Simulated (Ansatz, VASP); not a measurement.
**One calculation of InP, two programs**

```
In P
1.0
     4.22832    0.00000    0.00000
    -2.11416    3.66183    0.00000
     0.00000    0.00000    5.83139
In P
2 2
Direct
  0.33333 0.66667 0.25000
  0.66667 0.33333 0.75000
  0.00000 0.00000 0.00000
  0.00000 0.00000 0.50000
```

Change from the starting cell: species swapped into the TePt type (P6_3/mmc, No. 194).

Alike in both runs: task relaxation of cell and atoms; functional PBE; k mesh 12 × 12 × 8; occupations gaussian, width 0.1 eV; no spin polarisation.

|  | VASP | Ansatz |
| --- | --- | --- |
| version | VASP 6.6.1 | Ansatz 0.2.0 |
| potentials or method | VASP PAW PBE potentials, release 64 (In_d, P), cutoff 600 eV | scalar-relativistic, plane waves, PAW |
| valence electrons in the cell | 36 | 36 |

```tsv
	VASP	Ansatz	Ansatz less VASP
gap on the k mesh at the Fermi level, each at its own relaxed structure (eV)	none	none	-
relaxed volume (Å³/atom)	21.99	21.98	-0.011
relaxed length of the cell vector where the two differ most in proportion (Å)	3.959	3.957	-0.0015
```

A gap of «none» marks a metal or a gap that the smearing closes.
